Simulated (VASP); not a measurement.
# MgPtCl4 (F-43m) in VASP: single point with PBE

Aim: the single point of MgPtCl4 with PBE.

Everything below comes from runs of VASP 6.6.1. Logs are shortened: lines on timing, memory, paths and dates and some standing lists are left out, and cuts for length are marked.

### 1 The cell of the first run

The structure is cubic, space group F-43m (No. 216). Conventional cell: a = 8.254 Å, b = 8.254 Å, c = 8.254 Å, α = 90.00°, β = 90.00°, γ = 90.00°. Within 4.5 Å of Mg (site symmetry -43m) lie 12 Cl at 3.42 Å and 4 Pt at 3.57 Å. Within 4.5 Å of Pt (site symmetry -43m) lie 12 Cl at 3.42 Å and 4 Mg at 3.57 Å. Cl (site symmetry 3m) has 6 Cl at 2.90 to 2.93 Å and 3 Pt at 3.42 Å and 3 Mg at 3.42 Å within 3.8 Å.

### 2 Single point, PBE

Input file INCAR:

```
PREC = Accurate ; ENCUT = 520
EDIFF = 1E-7 ; ISMEAR = 0
SIGMA = 0.1 ; LREAL = F
LASPH = T ; NELM = 60
ALGO = Normal ; ISIF = 2
LWAVE = F ; LCHARG = F
GGA = PE ; NBANDS = 29
```

Input file KPOINTS:

```
Automatic mesh
0
Gamma
  4 4 4
```

Input file POSCAR:

```
MgPtCl4
1.0
    0.0000000000      4.1268271000      4.1268271000
    4.1268271000      0.0000000000      4.1268271000
    4.1268271000      4.1268271000      0.0000000000
Mg Pt Cl
1 1 4
Direct
    0.0000000000      0.0000000000      0.0000000000
    0.7500000000      0.7500000000      0.7500000000
    0.8732183900      0.3755938700      0.3755938700
    0.3755938700      0.3755938700      0.3755938700
    0.3755938700      0.8732183900      0.3755938700
    0.3755938700      0.3755938700      0.8732183900
```

Potentials or basis: VASP PAW PBE potentials, release 64 (Mg, Pt, Cl).

Command:

```bash
> cat potpaw_PBE.64/Mg/POTCAR potpaw_PBE.64/Pt/POTCAR potpaw_PBE.64/Cl/POTCAR > POTCAR
> mpirun -np 1 vasp_std > vasp.out
```

OUTCAR:

```text
PREC = Accurate
   ENCUT = 520
   EDIFF = 1E-7
   ISMEAR = 0
   LREAL = F
   LASPH = T
   NELM = 60
   ISIF = 2
   GGA = PE

 ion  position               nearest neighbor table
   1  0.000  0.000  0.000-   2 3.57   2 3.57   2 3.57   2 3.57
   2  0.750  0.750  0.750-   1 3.57   1 3.57   1 3.57   1 3.57
   3  0.873  0.376  0.376-
   4  0.376  0.376  0.376-
   5  0.376  0.873  0.376-
   6  0.376  0.376  0.873-

  LATTYP: Found a face centered cubic cell.
 ALAT       =     8.2536542000

  Lattice vectors:

 A1 = (   0.0000000000,   4.1268271000,   4.1268271000)
 A2 = (   4.1268271000,   0.0000000000,   4.1268271000)
 A3 = (   4.1268271000,   4.1268271000,   0.0000000000)

Analysis of symmetry for initial positions (statically):
=====================================================================
 Subroutine PRICEL returns:
 Original cell was already a primitive cell.

 Routine SETGRP: Setting up the symmetry group for a
 face centered cubic supercell.

 Subroutine GETGRP returns: Found 24 space group operations
 (whereof 24 operations were pure point group operations)
 out of a pool of 48 trial point group operations.

The static configuration has the point symmetry T_d .

Analysis of symmetry for dynamics (positions and initial velocities):
=====================================================================
 Subroutine PRICEL returns:
 Original cell was already a primitive cell.

 Routine SETGRP: Setting up the symmetry group for a
 face centered cubic supercell.

 Subroutine GETGRP returns: Found 24 space group operations
 (whereof 24 operations were pure point group operations)
 out of a pool of 48 trial point group operations.

The dynamic configuration has the point symmetry T_d .

 Subroutine INISYM returns: Found 24 space group operations
 (whereof 24 operations are pure point group operations),
 and found     1 'primitive' translations

----------------------------------------------------------------------------------------

                                     Primitive cell

  volume of cell :     140.5655

  direct lattice vectors                    reciprocal lattice vectors
     0.000000000  4.126827100  4.126827100    -0.121158456  0.121158456  0.121158456
     4.126827100  0.000000000  4.126827100     0.121158456 -0.121158456  0.121158456
     4.126827100  4.126827100  0.000000000     0.121158456  0.121158456 -0.121158456

  length of vectors
     5.836214854  5.836214854  5.836214854     0.209852602  0.209852602  0.209852602

  position of ions in fractional coordinates (direct lattice)
     0.000000000  0.000000000  0.000000000
     0.750000000  0.750000000  0.750000000
     0.873218390  0.375593870  0.375593870
     0.375593870  0.375593870  0.375593870
     0.375593870  0.873218390  0.375593870
     0.375593870  0.375593870  0.873218390

  ion indices of the primitive-cell ions
   primitive index   ion index
                 1           1
                 2           2
                 3           3
                 4           4
                 5           5
                 6           6

----------------------------------------------------------------------------------------

 KPOINTS: Automatic mesh

Automatic generation of k-mesh.
 Grid dimensions read from file:
 generate k-points for:    4    4    4

 Generating k-lattice:

  Cartesian coordinates                     Fractional coordinates (reciprocal lattice)
    -0.030289614  0.030289614  0.030289614     0.250000000  0.000000000  0.000000000
     0.030289614 -0.030289614  0.030289614     0.000000000  0.250000000  0.000000000
     0.030289614  0.030289614 -0.030289614     0.000000000  0.000000000  0.250000000

  Length of vectors
     0.052463150  0.052463150  0.052463150

  Shift w.r.t. Gamma in fractional coordinates (k-lattice)
     0.000000000  0.000000000  0.000000000

 Subroutine IBZKPT returns following result:
 ===========================================

 Found      8 irreducible k-points:

 Following reciprocal coordinates:
            Coordinates               Weight
  0.000000  0.000000  0.000000      1.000000
  0.250000  0.000000  0.000000      8.000000
  0.500000  0.000000  0.000000      4.000000
  0.250000  0.250000  0.000000      6.000000
  0.500000  0.250000  0.000000     24.000000
 -0.250000  0.250000  0.000000     12.000000
  0.500000  0.500000  0.000000      3.000000
 -0.250000  0.500000  0.250000      6.000000
   k-points           NKPTS =      8   k-points in BZ     NKDIM =      8   number of bands    NBANDS=     29
   number of dos      NEDOS =    301   number of ions     NIONS =      6
   total plane-waves  NPLWV = 110592
   dimension x,y,z NGX =    48 NGY =   48 NGZ =   48
   dimension x,y,z NGXF=    96 NGYF=   96 NGZF=   96
   ions per type =               1   1   4
   NGX,Y,Z   is equivalent  to a cutoff of  13.67, 13.67, 13.67 a.u.
   NGXF,Y,Z  is equivalent  to a cutoff of  27.35, 27.35, 27.35 a.u.
 SYSTEM =  unknown system
   PREC   = accura    normal or accurate (medium, high low for compatibility)
   ISTART =      0    job   : 0-new  1-cont  2-samecut
   ICHARG =      2    charge: 1-file 2-atom 10-const
   ISPIN  =      1    spin polarized calculation?
   LNONCOLLINEAR =      F non collinear calculations
   LSORBIT =      F    spin-orbit coupling
   LASPH  =      T    aspherical Exc in radial PAW
   ENCUT  =  520.0 eV  38.22 Ry    6.18 a.u.  10.85 10.85 10.85*2*pi/ulx,y,z
   NELM   =     60;   NELMIN=  2; NELMDL= -5     # of ELM steps
   EDIFF  = 0.1E-06   stopping-criterion for ELM
   LREAL  =      F    real-space projection
   EDIFFG = 0.1E-05   stopping-criterion for IOM
   NSW    =      0    number of steps for IOM
   IBRION =     -1    ionic relax: 0-MD 1-quasi-New 2-CG
   NFREE  =      0    steps in history (QN), initial steepest desc. (CG)
   ISIF   =      2    stress and relaxation
   ISYM   =      2    0-nonsym 1-usesym 2-fastsym
   POTIM  = 0.5000    time-step for ionic-motion
   TEBEG  =    0.0;   TEEND  =   0.0 temperature during run
   PSTRESS=    0.0 pullay stress
   NELECT =      40.0000    total number of electrons
   NUPDOWN=      -1.0000    fix difference up-down
   EMIN   =  10.00;   EMAX   =-10.00  energy-range for DOS
   EFERMI =   0.00;   METHOD = LEGACY
   ISMEAR =     0;   SIGMA  =   0.10  broadening in eV -4-tet -1-fermi 0-gaus
   EFERMI_NEDOS =   21; number of points for ismear=-14 and -15
   IALGO  =     38    algorithm
   IMIX   =      4    mixing-type and parameters
     AMIX     =   0.40;   BMIX     =  1.00
     AMIX_MAG =   1.60;   BMIX_MAG =  1.00
  volume/ion in A,a.u.               =      23.43       158.10
  Fermi-wavevector in a.u.,A,eV,Ry     =   1.076800  2.034858 15.775944  1.159499
  Thomas-Fermi vector in A             =   2.212695
   LORBIT       =      0    0 simple, 1 ext, 2 COOP (PROOUT), +10 PAW based schemes
   GGA     = PE    functional components
   LHFCALC =     F    Hartree Fock is set to
   AEXX    =    0.0000 exact exchange contribution
   IVDW    =     0    specifies the selected vdW correction
   LEPSILON=     F    determine dielectric tensor
   LRPA    =     F    only Hartree local field effects (RPA)
 non-spin polarized calculation
 Gauss-broadening in eV      SIGMA  =   0.10
  energy-cutoff  :      520.00
  volume of cell :      140.57
 maximum number of plane-waves:      3828
 NGX is ok and might be reduce to    48
   NGX = 21   NGY = 21   NGZ = 21

 number of electron      40.0000003 magnetization

 Free energy of the ion-electron system (eV)
  ---------------------------------------------------
  ext. energy  EPLUGINS =         0.00000000
  ---------------------------------------------------
  free energy    TOTEN  =       -10.98981689 eV

  energy without entropy =      -10.95744900  energy(sigma->0) =      -10.97363295

 E-fermi :   2.6104     XC(G=0):  -9.1931

 val. band max:        2.5597507955   @ k =  -0.2500   0.5000   0.2500
 cond. band min:       2.6155550265   @ k =   0.5000   0.5000   0.0000
 fundamental gap:      0.0558042310
 Fermi energy:         2.6103594988

 k-point     1 :       0.0000    0.0000    0.0000
  band No.  band energies     occupation
      1     -13.0774      2.00000
      2     -11.2357      2.00000
      3     -11.2357      2.00000
      4     -11.2357      2.00000
      5      -3.1459      2.00000
      6      -1.7165      2.00000
[... 21 lines left out ...]
     28      10.9342      0.00000
     29      10.9342      0.00000

 k-point     2 :       0.2500    0.0000    0.0000
  band No.  band energies     occupation
      1     -12.9196      2.00000
      2     -11.4976      2.00000
      3     -11.2448      2.00000
      4     -11.2448      2.00000
      5      -2.7336      2.00000
      6      -1.7673      2.00000
[... 21 lines left out ...]
     28      10.5023      0.00000
     29      10.5023      0.00000

 k-point     3 :       0.5000    0.0000    0.0000
  band No.  band energies     occupation
      1     -12.6835      2.00000
      2     -11.8318      2.00000
      3     -11.2538      2.00000
      4     -11.2538      2.00000
      5      -2.5304      2.00000
      6      -1.3580      2.00000
[... 21 lines left out ...]
     28      10.0211      0.00000
     29      11.9336      0.00000

 k-point     4 :       0.2500    0.2500    0.0000
  band No.  band energies     occupation
      1     -12.8573      2.00000
      2     -11.5789      2.00000
      3     -11.2548      2.00000
      4     -11.2548      2.00000
      5      -2.5194      2.00000
      6      -1.9955      2.00000
[... 21 lines left out ...]
     28      10.0478      0.00000
     29      10.0478      0.00000

 k-point     5 :       0.5000    0.2500    0.0000
  band No.  band energies     occupation
      1     -12.5717      2.00000
      2     -11.9524      2.00000
      3     -11.2730      2.00000
      4     -11.2638      2.00000
      5      -2.1384      2.00000
      6      -1.6179      2.00000
[... 21 lines left out ...]
     28       9.8729      0.00000
     29      10.4889      0.00000

 k-point     6 :      -0.2500    0.2500    0.0000
  band No.  band energies     occupation
      1     -12.6909      2.00000
      2     -11.8074      2.00000
      3     -11.2717      2.00000
      4     -11.2538      2.00000
      5      -2.2107      2.00000
      6      -1.8207      2.00000
[... 21 lines left out ...]
     28      10.4009      0.00000
     29      10.8689      0.00000

 k-point     7 :       0.5000    0.5000    0.0000
  band No.  band energies     occupation
      1     -12.2956      2.00000
      2     -12.2532      2.00000
      3     -11.2737      2.00000
      4     -11.2737      2.00000
      5      -2.0164      2.00000
      6      -1.9702      2.00000
[... 21 lines left out ...]
     28       9.5333      0.00000
     29       9.5333      0.00000

 k-point     8 :      -0.2500    0.5000    0.2500
  band No.  band energies     occupation
      1     -12.2946      2.00000
      2     -12.2506      2.00000
      3     -11.2778      2.00000
      4     -11.2756      2.00000
      5      -1.5762      2.00000
      6      -1.5469      2.00000
[... 21 lines left out ...]
     28       9.9424      0.00000
     29      10.8539      0.00000

------------------------ aborting loop because EDIFF is reached ----------------------------------------

  FORCE on cell =-STRESS in cart. coord.  units (eV):
  Direction    XX          YY          ZZ          XY          YZ          ZX
  --------------------------------------------------------------------------------------
  -------------------------------------------------------------------------------------
  Total       -2.1357755     -2.1357755     -2.1357755      0.0000000      0.0000000     -0.0000000
  in kB      -24.3437436    -24.3437436    -24.3437436      0.0000000      0.0000000     -0.0000000
  external PRESSURE =     -24.3437436 kB  Pullay stress =       0.0000000 kB

 VOLUME and BASIS-vectors are now :
 -----------------------------------------------------------------------------
  energy-cutoff  :      520.00
  volume of cell :      140.57
      direct lattice vectors                 reciprocal lattice vectors
     0.000000000  4.126827100  4.126827100    -0.121158456  0.121158456  0.121158456
     4.126827100  0.000000000  4.126827100     0.121158456 -0.121158456  0.121158456
     4.126827100  4.126827100  0.000000000     0.121158456  0.121158456 -0.121158456

 POSITION                                       TOTAL-FORCE (eV/Angst)
 -----------------------------------------------------------------------------------
      0.00000      0.00000      0.00000         0.000000     -0.000000      0.000000
      6.19024      6.19024      6.19024         0.000000     -0.000000      0.000000
      3.10002      5.15363      5.15363        -0.042690      0.042690      0.042690
      3.10002      3.10002      3.10002        -0.042690     -0.042690     -0.042690
      5.15363      3.10002      5.15363         0.042690     -0.042690      0.042690
      5.15363      5.15363      3.10002         0.042690      0.042690     -0.042690
 -----------------------------------------------------------------------------------
    total drift:                               -0.000000     -0.000000     -0.000000

  FREE ENERGIE OF THE ION-ELECTRON SYSTEM (eV)
  ---------------------------------------------------
  free  energy   TOTEN  =       -10.9898168865 eV

  energy  without entropy=      -10.9574490036  energy(sigma->0) =      -10.97363295
```

Run time: 83 s. Hardware: 1 thread of Intel Xeon Platinum 8259CL at 2.50GHz (Skylake/Cascade Lake), shared host; peak memory 0.33 GiB.

What came out:

* Free energy: -10.9898 eV
* Pressure: -2.4 GPa
* Largest force: 0.074 eV/Å
* Band gap on the k mesh: zero (band 20 reaches 2.85 eV, above the bottom of band 21 at 2.56 eV)

Forces on the atoms (eV/Å):
```
Mg   0.000  0.000  0.000
Pt   0.000  0.000  0.000
Cl  -0.043  0.043  0.043
Cl  -0.043 -0.043 -0.043
Cl   0.043 -0.043  0.043
Cl   0.043  0.043 -0.043
```

Caveat: spin-orbit coupling is left out, which moves the levels of the heavy elements.
